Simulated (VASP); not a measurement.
A run of VASP 6.6.1 is set up as follows.

Contents of INCAR:

```
SYSTEM = BaMnO3
PREC = Accurate
ENCUT = 600
EDIFF = 1E-6
ISMEAR = -1
SIGMA = 0.1
LREAL = .FALSE.
LASPH = .TRUE.
NELM = 200
ALGO = Normal
ISIF = 2
LWAVE = .FALSE.
LCHARG = .FALSE.
ISPIN = 2
MAGMOM = 0 4 0 0 0
LORBIT = 11
LMAXMIX = 4
GGA = CA
NBANDS = 32
GGA_COMPAT = .FALSE.
```

The input KPOINTS:

```
Automatic mesh
0
G
  5 5 5
  0 0 0
```

Contents of POSCAR:

```
BaMnO3
1.0
    4.0333100000      0.0000000000      0.0000000000
    0.0000000000      4.0333100000      0.0000000000
    0.0000000000      0.0000000000      4.0333100000
Ba Mn O
1 1 3
Direct
    0.5000000000      0.5000000000      0.5000000000
    0.0000000000      0.0000000000      0.0000000000
    0.5000000000      0.0000000000      0.0000000000
    0.0000000000      0.0000000000      0.5000000000
    0.0000000000      0.5000000000      0.0000000000
```

Potentials or basis: VASP PAW LDA potentials, release 64 (Ba_sv, Mn_pv, O).

Run with:

```sh
$ cat potpaw_LDA.64/Ba_sv/POTCAR potpaw_LDA.64/Mn_pv/POTCAR potpaw_LDA.64/O/POTCAR > POTCAR
$ mpirun -np 1 vasp_std > vasp.out
```

Question: Predict the site moments.

Answer: Ba +0.01; Mn +2.80; O +0.03 μB.

Question: What does it give for the net moment?

Answer: 3.02 μB per cell.

Question: Predict the pressure.

Answer: -18.0 GPa.

Caveat: the cell stands under tension; a cell with one magnetic atom can't hold antiferromagnetic order, which such compounds often take.
